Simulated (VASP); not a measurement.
# NaTi12 (a cell with a defect) in VASP: notebook

NaTi12 (a cell with a defect) is run at these levels: PBE; tasks: single point.

All numbers are computed with VASP 6.6.1; they aren't measurements. Logs are shortened: lines on timing, memory, paths and dates and some standing lists are left out, and cuts for length are marked.

## 1. The cell of the first run

The cell holds a defect, 13 atoms: a = 5.900 Å, b = 8.850 Å, c = 4.685 Å, α = 90.00°, β = 90.00°, γ = 120.00°.

## 2. Single point, PBE

File INCAR:

```
SYSTEM = NaTi12
  PREC = Accurate
  ENCUT = 520
  EDIFF = 1E-6
  ISMEAR = -1
  SIGMA = 0.15
  LREAL = .False.
  LASPH = .True.
  NELM = 100
  ALGO = Normal
  ISIF = 2
  LWAVE = .False.
  LCHARG = .False.
  GGA = PE
  NBANDS = 88
```

File KPOINTS:

```
regular mesh
0
Gamma
  2 2 2
  0 0 0
```

File POSCAR:

```
NaTi12
1.0
    5.9000000000      0.0000000000      0.0000000000
   -4.4250000000      7.6643250000      0.0000000000
    0.0000000000      0.0000000000      4.6846000000
Ti Na
12 1
Direct
    0.0642101130     -0.0066803013     -0.0114203988
    0.2185061242      0.2436352843      0.4702002305
    0.0075613684      0.3408388867      0.0519574777
    0.1299429961      0.5516076106      0.5590658754
   -0.0133001482      0.6326845482      0.0641890450
    0.1774097087      0.8980830014      0.5886521795
    0.4031908042     -0.0790676283      0.1153140076
    0.6362261236      0.2723918936      0.4010374418
    0.4626226670      0.3444008442     -0.0549246467
    0.6142515063      0.5542562457      0.4391410152
    0.5121700311      0.6670515668     -0.0487554967
    0.6603898552      0.8646554002      0.4329078256
    0.7946994498      0.0962772325      0.7789992742
```

Potentials or basis: VASP PAW PBE potentials, release 64 (Ti_sv, Na_pv).

Command:

```sh
> cat potpaw_PBE.64/Ti_sv/POTCAR potpaw_PBE.64/Na_pv/POTCAR > POTCAR
> mpirun -np 1 vasp_std > vasp.out
```

OUTCAR:

```text
SYSTEM = NaTi12
   PREC = Accurate
   ENCUT = 520
   EDIFF = 1E-6
   ISMEAR = -1
   LREAL = .False.
   LASPH = .True.
   NELM = 100
   ISIF = 2
   GGA = PE

 ion  position               nearest neighbor table
   1  0.064  0.993  0.989-   6 2.29  13 2.40   7 2.46   9 2.81
   2  0.219  0.244  0.470-   8 2.37   9 2.56  10 2.57  13 2.60   3 2.68   9 2.76
   3  0.008  0.341  0.052-  13 2.28   8 2.55   5 2.65   2 2.68   9 2.72   4 2.83   4 2.88
   4  0.130  0.552  0.559-  11 2.68   5 2.69   5 2.73   8 2.82   3 2.83   3 2.88  10 2.90
   5  0.987  0.633  0.064-   7 2.52  10 2.62   3 2.65   4 2.69   4 2.73   9 2.91
   6  0.177  0.898  0.589-   1 2.29   7 2.54   7 2.76
   7  0.403  0.921  0.115-  12 2.35   1 2.46   5 2.52   6 2.54  13 2.58  11 2.74   6 2.76
   8  0.636  0.272  0.401-   2 2.37   3 2.55  10 2.57   9 2.58  13 2.81   4 2.82
   9  0.463  0.344  0.945-   2 2.56   8 2.58   3 2.72  11 2.72   2 2.76   1 2.81  10 2.82  10 2.86
                             5 2.91
  10  0.614  0.554  0.439-   8 2.57   2 2.57   5 2.62  12 2.62  11 2.68  11 2.78   9 2.82   9 2.86
                             4 2.90
  11  0.512  0.667  0.951-  10 2.68   4 2.68  12 2.72   9 2.72   7 2.74  10 2.78  12 2.86
  12  0.660  0.865  0.433-   7 2.35  13 2.42  10 2.62  11 2.72  11 2.86
  13  0.795  0.096  0.779-   3 2.28   1 2.40  12 2.42   7 2.58   2 2.60   8 2.81

  LATTYP: Found a simple monoclinic cell.
 ALAT       =     5.9000000000
 B/A-ratio  =     0.7940000000
 C/A-ratio  =     1.3228756849
 COS(beta)  =    -0.1889822323

  Lattice vectors:

 A1 = (   5.9000000000,   0.0000000000,   0.0000000000)
 A2 = (   0.0000000000,   0.0000000000,   4.6846000000)
 A3 = (  -1.4750000000,  -7.6643250000,   0.0000000000)

Analysis of symmetry for initial positions (statically):
=====================================================================
 Subroutine PRICEL returns:
 Original cell was already a primitive cell.

 Routine SETGRP: Setting up the symmetry group for a
 simple monoclinic supercell.

 Subroutine GETGRP returns: Found  1 space group operations
 (whereof  1 operations were pure point group operations)
 out of a pool of  4 trial point group operations.

The static configuration has the point symmetry C_1 .

Analysis of symmetry for dynamics (positions and initial velocities):
=====================================================================
 Subroutine PRICEL returns:
 Original cell was already a primitive cell.

 Routine SETGRP: Setting up the symmetry group for a
 simple monoclinic supercell.

 Subroutine GETGRP returns: Found  1 space group operations
 (whereof  1 operations were pure point group operations)
 out of a pool of  4 trial point group operations.

The dynamic configuration has the point symmetry C_1 .

 Subroutine INISYM returns: Found  1 space group operations
 (whereof  1 operations are pure point group operations),
 and found     1 'primitive' translations

----------------------------------------------------------------------------------------

                                     Primitive cell

  volume of cell :     211.8354

  direct lattice vectors                    reciprocal lattice vectors
     5.900000000  0.000000000  0.000000000     0.169491525  0.097855976  0.000000000
    -4.425000000  7.664325000  0.000000000     0.000000000  0.130474634  0.000000000
     0.000000000  0.000000000  4.684600000     0.000000000  0.000000000  0.213465397

  length of vectors
     5.900000000  8.850000153  4.684600000     0.195711955  0.130474634  0.213465397

  position of ions in fractional coordinates (direct lattice)
     0.064210113  0.993319699  0.988579601
     0.218506124  0.243635284  0.470200230
     0.007561368  0.340838887  0.051957478
     0.129942996  0.551607611  0.559065875
     0.986699852  0.632684548  0.064189045
     0.177409709  0.898083001  0.588652180
     0.403190804  0.920932372  0.115314008
     0.636226124  0.272391894  0.401037442
     0.462622667  0.344400844  0.945075353
     0.614251506  0.554256246  0.439141015
     0.512170031  0.667051567  0.951244503
     0.660389855  0.864655400  0.432907826
     0.794699450  0.096277233  0.778999274

  ion indices of the primitive-cell ions
   primitive index   ion index
                 1           1
                 2           2
                 3           3
                 4           4
                 5           5
                 6           6
                 7           7
                 8           8
                 9           9
                10          10
                11          11
                12          12
                13          13

----------------------------------------------------------------------------------------

 KPOINTS: regular mesh

Automatic generation of k-mesh.
 Grid dimensions read from file:
 generate k-points for:    2    2    2

 Generating k-lattice:

  Cartesian coordinates                     Fractional coordinates (reciprocal lattice)
[... 39 lines left out ...]
   LSORBIT =      F    spin-orbit coupling
   LASPH  =      T    aspherical Exc in radial PAW
   ENCUT  =  520.0 eV  38.22 Ry    6.18 a.u.  10.97 16.46  8.71*2*pi/ulx,y,z
   NELM   =    100;   NELMIN=  2; NELMDL= -5     # of ELM steps
   EDIFF  = 0.1E-05   stopping-criterion for ELM
   LREAL  =      F    real-space projection
   EDIFFG = 0.1E-04   stopping-criterion for IOM
   NSW    =      0    number of steps for IOM
   IBRION =     -1    ionic relax: 0-MD 1-quasi-New 2-CG
   NFREE  =      0    steps in history (QN), initial steepest desc. (CG)
   ISIF   =      2    stress and relaxation
   ISYM   =      2    0-nonsym 1-usesym 2-fastsym
   POTIM  = 0.5000    time-step for ionic-motion
   TEBEG  =    0.0;   TEEND  =   0.0 temperature during run
   PSTRESS=    0.0 pullay stress
   NELECT =     151.0000    total number of electrons
   NUPDOWN=      -1.0000    fix difference up-down
   EMIN   =  10.00;   EMAX   =-10.00  energy-range for DOS
   EFERMI =   0.00;   METHOD = LEGACY
   ISMEAR =    -1;   SIGMA  =   0.15  broadening in eV -4-tet -1-fermi 0-gaus
   EFERMI_NEDOS =   21; number of points for ismear=-14 and -15
   IALGO  =     38    algorithm
   IMIX   =      4    mixing-type and parameters
     AMIX     =   0.40;   BMIX     =  1.00
     AMIX_MAG =   1.60;   BMIX_MAG =  1.00
  volume/ion in A,a.u.               =      16.30       109.96
  Fermi-wavevector in a.u.,A,eV,Ry     =   1.462405  2.763545 29.097806  2.138628
  Thomas-Fermi vector in A             =   2.578622
   LORBIT       =      0    0 simple, 1 ext, 2 COOP (PROOUT), +10 PAW based schemes
   GGA     = PE    functional components
   LHFCALC =     F    Hartree Fock is set to
   AEXX    =    0.0000 exact exchange contribution
   IVDW    =     0    specifies the selected vdW correction
   LEPSILON=     F    determine dielectric tensor
   LRPA    =     F    only Hartree local field effects (RPA)
 non-spin polarized calculation
  energy-cutoff  :      520.00
  volume of cell :      211.84
 maximum number of plane-waves:      5724
 NGX is ok and might be reduce to    48
   NGX = 21   NGY = 33   NGZ = 17

 number of electron     151.0000009 magnetization

 Free energy of the ion-electron system (eV)
  ---------------------------------------------------
  ext. energy  EPLUGINS =         0.00000000
  ---------------------------------------------------
  free energy    TOTEN  =       -88.87904368 eV

  energy without entropy =      -87.58248605  energy(sigma->0) =      -88.23076486

 E-fermi :   8.3736     XC(G=0): -11.5504

 val. band max:        8.3696367973   @ k =   0.0000   0.5000   0.5000
 cond. band min:       8.3759608458   @ k =   0.0000   0.0000   0.5000
 fundamental gap:      0.0063240485
 Fermi energy:         8.3736496508

 k-point     1 :       0.0000    0.0000    0.0000
  band No.  band energies     occupation
      1     -48.2185      2.00000
      2     -48.1612      2.00000
      3     -48.1224      2.00000
      4     -48.0978      2.00000
      5     -48.0428      2.00000
      6     -48.0124      2.00000
[... 709 lines left out ...]
     86       9.4192      0.00188
     87       9.5615      0.00073
 [bands above 87 left out]

------------------------ aborting loop because EDIFF is reached ----------------------------------------

  FORCE on cell =-STRESS in cart. coord.  units (eV):
  Direction    XX          YY          ZZ          XY          YZ          ZX
  --------------------------------------------------------------------------------------
  -------------------------------------------------------------------------------------
  Total       17.7038494     12.8046045     18.8684931     -1.7186422      1.4394229      0.5215396
  in kB      133.8997761     96.8452471    142.7083420    -12.9986308     10.8868080      3.9445679
  external PRESSURE =     124.4844551 kB  Pullay stress =       0.0000000 kB

 VOLUME and BASIS-vectors are now :
 -----------------------------------------------------------------------------
  energy-cutoff  :      520.00
  volume of cell :      211.84
      direct lattice vectors                 reciprocal lattice vectors
     5.900000000  0.000000000  0.000000000     0.169491525  0.097855976  0.000000000
    -4.425000000  7.664325000  0.000000000     0.000000000  0.130474634  0.000000000
     0.000000000  0.000000000  4.684600000     0.000000000  0.000000000  0.213465397

 POSITION                                       TOTAL-FORCE (eV/Angst)
 -----------------------------------------------------------------------------------
     -4.01660      7.61312      4.63110        -0.392695     -0.357998      2.100076
      0.21110      1.86730      2.20270        -1.829570     -0.847572     -1.041672
     -1.46360      2.61230      0.24340         0.405973      1.735225      0.963665
     -1.67420      4.22770      2.61900         0.410592      0.175393     -0.528501
      3.02190      4.84910      0.30070        -1.004374     -0.264714     -0.246757
     -2.92730      6.88320      2.75760        -0.051340     -0.931166     -0.697177
     -1.69630      7.05832      0.54020         0.811539      1.043738     -0.211947
      2.54840      2.08770      1.87870         1.635380     -0.858761      1.017885
      1.20550      2.63960      4.42730         1.338266     -0.174532     -0.676866
      1.17150      4.24800      2.05720         0.438411      1.014667      0.524330
      0.07010      5.11250      4.45620        -0.345006      0.175297     -0.135650
      0.07020      6.62700      2.02800         0.462195     -0.579794     -0.295965
      4.26270      0.73790      3.64930        -1.879371     -0.129783     -0.771419
 -----------------------------------------------------------------------------------
    total drift:                               -0.000008      0.000446      0.000269

  FREE ENERGIE OF THE ION-ELECTRON SYSTEM (eV)
  ---------------------------------------------------
  free  energy   TOTEN  =       -88.8790436795 eV

  energy  without entropy=      -87.5824860487  energy(sigma->0) =      -88.23076486
```

Run time: 7 min. Hardware: 1 thread of Intel Xeon Platinum 8259CL at 2.50GHz (Skylake/Cascade Lake), shared host; peak memory 0.39 GiB.

What came out:

```yaml
Free_energy: -88.8790 eV
Pressure: 12.4 GPa
Largest_force: 2.270 eV/Å
Band_gap_on_the_k_mesh: zero (an odd number of electrons rules out a gap without spin polarisation)
```

Forces in eV/Å, atoms in the order of the input:
```
Ti  -0.393 -0.358  2.100
Ti  -1.830 -0.848 -1.042
Ti   0.406  1.735  0.964
Ti   0.411  0.175 -0.529
Ti  -1.004 -0.265 -0.247
Ti  -0.051 -0.931 -0.697
Ti   0.812  1.044 -0.212
Ti   1.635 -0.859  1.018
Ti   1.338 -0.175 -0.677
Ti   0.438  1.015  0.524
Ti  -0.345  0.175 -0.136
Ti   0.462 -0.580 -0.296
Na  -1.879 -0.130 -0.771
```

Caveat: the k points lie up to 0.67 Å⁻¹ apart, too coarse for converged energies and pressures of a metal.

## 3. Single point, PBE

File INCAR:

```
SYSTEM = NaTi12
PREC     = Accurate       ! precision mode
ENCUT    = 520            ! plane-wave cutoff, eV
EDIFF    = 1E-7           ! SCF threshold, eV
ISMEAR   = -1             ! smearing method
SIGMA    = 0.15           ! smearing width, eV
LREAL    = .False.        ! projectors in reciprocal space
LASPH    = .True.         ! aspherical terms in the spheres
NELM     = 100            ! most SCF steps
ALGO     = Normal         ! electronic algorithm
ISIF     = 2              ! what is computed and relaxed
LWAVE    = .False.        ! write WAVECAR
LCHARG   = .False.        ! write CHGCAR
GGA      = PE             ! functional
NBANDS   = 88             ! bands
```

File KPOINTS:

```
Automatic mesh
0
Gamma
  2 2 2
  0 0 0
```

File POSCAR:

```
NaTi12
1.0
    5.9000000000      0.0000000000      0.0000000000
   -4.4250000000      7.6643250000      0.0000000000
    0.0000000000      0.0000000000      4.6846000000
Ti Na
12 1
Direct
    0.0567999247      0.0130213685      0.0536652009
    0.1492363834      0.1922021835      0.4700081117
    0.1597987202      0.4126129829      0.0784485335
    0.1759411303      0.5705655749      0.5588524100
    0.0045026808      0.6791335180      0.0258933527
    0.1845611553      0.8749628963      0.6114502839
    0.5146352302     -0.0288479416      0.2011057508
    0.6874587525      0.3133348338      0.3606711352
    0.5099787337      0.3258473512     -0.0733467105
    0.6197236690      0.5287615022      0.4460146010
    0.5529644527      0.7042237901     -0.0289245613
    0.7317507862      0.8278485059      0.4785467276
    0.7895357771      0.1502284937      0.7984673184
```

Potentials or basis: VASP PAW PBE potentials, release 64 (Ti_sv, Na_pv).

Command:

```sh
> cat potpaw_PBE.64/Ti_sv/POTCAR potpaw_PBE.64/Na_pv/POTCAR > POTCAR
> mpirun -np 1 vasp_std > vasp.out
```

Run time: 7.9 min. Hardware: 1 thread of Intel Xeon Platinum 8259CL at 2.50GHz (Skylake/Cascade Lake), shared host; peak memory 0.38 GiB.

The run converged. Its results:

| Quantity | Value |
| --- | --- |
| Free energy | -89.3803 eV |
| Pressure | 11.6 GPa |
| Largest force | 1.979 eV/Å |
| Band gap on the k mesh | zero (an odd number of electrons rules out a gap without spin polarisation) |

Forces on the atoms (eV/Å):
```
Ti   0.798 -0.959 -0.314
Ti   0.817  0.748  0.314
Ti  -0.431 -0.527  0.183
Ti   0.235  0.263 -0.622
Ti   0.192 -1.087  1.063
Ti   0.719  1.252  0.009
Ti  -0.886 -0.024 -0.016
Ti   1.458 -1.234  0.518
Ti  -0.567  0.331 -1.323
Ti  -0.413  0.705  0.948
Ti  -0.165  0.048 -0.289
Ti  -0.832  0.771  0.275
Na  -0.926 -0.287 -0.745
```

Stress tensor (GPa, compression positive):
```
 8.03 -2.46 -1.58
-2.46 10.93 -1.78
-1.58 -1.78 15.93
```

Levels at points of the mesh, in eV from the Fermi level:
| k point | band 73 | band 74 | band 75 | band 76 | band 77 | band 78 |
| --- | --- | --- | --- | --- | --- | --- |
| (0.00, 0.00, 0.00) | -0.29 | -0.20 | -0.07 | 0.02 | 0.06 | 0.22 |
| (0.50, 0.00, 0.00) | -0.31 | -0.17 | -0.03 | 0.01 | 0.16 | 0.34 |
| (0.00, 0.50, 0.00) | -0.35 | -0.31 | -0.14 | 0.05 | 0.10 | 0.18 |
| (0.50, 0.50, 0.00) | -0.23 | -0.16 | -0.15 | 0.08 | 0.21 | 0.26 |
| (0.00, 0.00, 0.50) | -0.24 | -0.20 | -0.09 | -0.05 | 0.16 | 0.16 |
| (0.50, 0.00, 0.50) | -0.38 | -0.31 | -0.23 | -0.07 | -0.03 | 0.12 |
| (0.00, 0.50, 0.50) | -0.26 | -0.15 | -0.09 | 0.00 | 0.06 | 0.15 |
| (0.50, 0.50, 0.50) | -0.46 | -0.19 | -0.12 | -0.06 | 0.03 | 0.22 |

Caveat: the k points lie up to 0.67 Å⁻¹ apart, too coarse for converged energies and pressures of a metal.

## 4. Single point, PBE

File INCAR:

```
ALGO     = Normal         # electronic algorithm
EDIFF    = 1E-6           # SCF threshold, eV
ENCUT    = 520            # plane-wave cutoff, eV
GGA      = PE             # functional
ISIF     = 2              # what is computed and relaxed
ISMEAR   = -1             # smearing method
LASPH    = T              # aspherical terms in the spheres
LCHARG   = F              # write CHGCAR
LREAL    = F              # projectors in reciprocal space
LWAVE    = F              # write WAVECAR
NBANDS   = 88             # bands
NELM     = 100            # most SCF steps
PREC     = Accurate       # precision mode
SIGMA    = 0.15           # smearing width, eV
```

File KPOINTS:

```
k-points
0
Gamma
  2 2 2
```

File POSCAR:

```
NaTi12
1.0
    5.9000000000      0.0000000000      0.0000000000
   -4.4250000000      7.6643250000      0.0000000000
    0.0000000000      0.0000000000      4.6846000000
Ti Na
12 1
Direct
    0.0139882815     -0.0046709919      0.0863467532
    0.2600701929      0.2005003702      0.5171626179
    0.1968376644      0.3594445695      0.0382743457
    0.2446308854      0.6164795987      0.4900952056
    0.0005304477      0.6304925744      0.0342825428
    0.2574513589      0.8909068966      0.6626819793
    0.4540070561     -0.0377985015      0.1595226914
    0.8092680695      0.3033404768      0.2620928148
    0.5851670501      0.3597707561     -0.1434274004
    0.6666436865      0.5737622035      0.4967339794
    0.5481699637      0.7092209686      0.0454040900
    0.7387720112      0.8825434725      0.5585962515
    0.7767897521      0.1568044153      0.6849677667
```

Command:

```sh
> cat potpaw_PBE.64/Ti_sv/POTCAR potpaw_PBE.64/Na_pv/POTCAR > POTCAR
> mpirun -np 1 vasp_std > vasp.out
```

Run time: 6.9 min. Hardware: 1 thread of Intel Xeon Platinum 8259CL at 2.50GHz (Skylake/Cascade Lake), shared host; peak memory 0.38 GiB.

Results (log left out):

- Free energy: -88.5198 eV
- Pressure: 12.3 GPa
- Largest force: 1.880 eV/Å
- Band gap on the k mesh: zero (an odd number of electrons rules out a gap without spin polarisation)

Forces in eV/Å, atoms in the order of the input:
```
Ti   0.395  0.376 -0.461
Ti   0.337 -0.010 -0.828
Ti  -0.249  1.386 -0.297
Ti  -0.151 -1.619  0.943
Ti  -0.225  0.929 -0.152
Ti  -1.641  0.015 -0.455
Ti   0.389  0.116  0.291
Ti  -1.314  0.793  0.587
Ti   0.532 -1.045  1.015
Ti   0.932 -0.323 -0.525
Ti   0.390 -0.807 -1.264
Ti   0.593 -0.344 -0.174
Na   0.010  0.532  1.321
```

Stress tensor (GPa, compression positive):
```
 9.92  0.58  1.32
 0.58 11.42 -0.19
 1.32 -0.19 15.63
```

Levels at points of the mesh, in eV from the Fermi level:
```csv
k point,band 72,band 73,band 74,band 75,band 76,band 77,band 78,band 79,band 80,band 81
"(0.00, 0.00, 0.00)",-0.43,-0.28,-0.16,-0.12,0.05,0.11,0.29,0.43,0.53,0.63
"(0.50, 0.00, 0.00)",-0.38,-0.33,-0.20,-0.14,-0.11,0.04,0.26,0.35,0.50,0.65
"(0.00, 0.50, 0.00)",-0.40,-0.25,-0.14,-0.03,0.08,0.26,0.27,0.42,0.57,0.67
"(0.50, 0.50, 0.00)",-0.35,-0.27,-0.17,-0.15,-0.01,0.08,0.16,0.20,0.34,0.37
"(0.00, 0.00, 0.50)",-0.29,-0.24,-0.15,-0.09,0.01,0.07,0.10,0.36,0.47,0.50
"(0.50, 0.00, 0.50)",-0.43,-0.41,-0.22,-0.13,0.00,0.05,0.13,0.24,0.31,0.39
"(0.00, 0.50, 0.50)",-0.46,-0.36,-0.18,-0.03,-0.02,0.10,0.25,0.33,0.39,0.52
"(0.50, 0.50, 0.50)",-0.41,-0.34,-0.24,-0.08,-0.01,0.05,0.13,0.19,0.38,0.48
```

Caveat: the k points lie up to 0.67 Å⁻¹ apart, too coarse for converged energies and pressures of a metal.

## 5. Overview

```tsv
cell	gap on the mesh (eV)	pressure (GPa)	largest force (eV/Å)
as given, atomic positions A	none	12.4	2.27
as given, atomic positions B	none	11.6	1.98
as given, atomic positions C	none	12.3	1.88
```

Alike in all rows: task single point; level PBE; potentials or basis VASP PAW PBE potentials, release 64 (Ti_sv, Na_pv); no spin polarisation; k mesh 2 × 2 × 2; cutoff (eV) 520; smearing fermi-dirac 0.15 eV.

Caveats: all runs use coarse meshes.

Absolute energies hang on the potentials; compare differences alone.

The gap in the log of VASP goes by the Fermi energy; the results here count the filled bands.